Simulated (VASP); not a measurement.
Runs of VASP 6.6.1 on InSb. The structure is that of space group I-4m2 (No. 119), or close to it. The cells are those of the table. 

```tsv
cell	gap on the mesh (eV)	pressure (GPa)
a = 4.663 Å, angles 98.1, 98.1, 136.0°, 2 atoms	none	(a)
a = 4.559 Å, angles 99.1, 99.1, 133.2°, 2 atoms	none	-3.2
a = 4.341 Å, angles 99.3, 99.3, 132.5°, 2 atoms	none	2.5
a = 4.380 Å, angles 98.5, 98.5, 134.8°, 2 atoms	none	2.0
a = 4.419 Å, angles 96.0, 96.0, 142.4°, 2 atoms	none	9.7
a = 4.495 Å, angles 99.4, 99.4, 132.5°, 2 atoms	none	-2.0
a = 4.309 Å, angles 96.9, 96.9, 139.6°, 2 atoms	none	10.4
a = 4.222 Å, angles 96.5, 96.5, 140.6°, 2 atoms	none	19.6
a = 4.528 Å, angles 96.8, 96.8, 139.9°, 2 atoms	none	(b)
a = 4.752 Å, angles 98.4, 98.4, 135.2°, 2 atoms	none	-5.6
a = 4.727 Å, angles 97.9, 97.9, 136.6°, 2 atoms	none	-5.1
a = 4.687 Å, angles 98.6, 98.6, 134.5°, 2 atoms	none	-5.0
```

Alike in all rows: task single point; level PBE; potentials or basis VASP PAW PBE potentials, release 64 (In_d, Sb); no spin polarisation; k mesh 16 × 16 × 16; cutoff (eV) 520; smearing gaussian 0.15 eV.

**Question.** Estimate the missing entries.

**Answer.** (a) -4.5; (b) 0.5.

Caveats: spin-orbit coupling is left out, which moves the levels of the heavy elements; the cell stands under tension (at least some runs); the cell stands under pressure (at least some runs).

A k mesh can miss the band edges, and the runs leave out spin-orbit coupling on In, Sb.

A gap of «none» marks levels without a gap at the run's occupations.
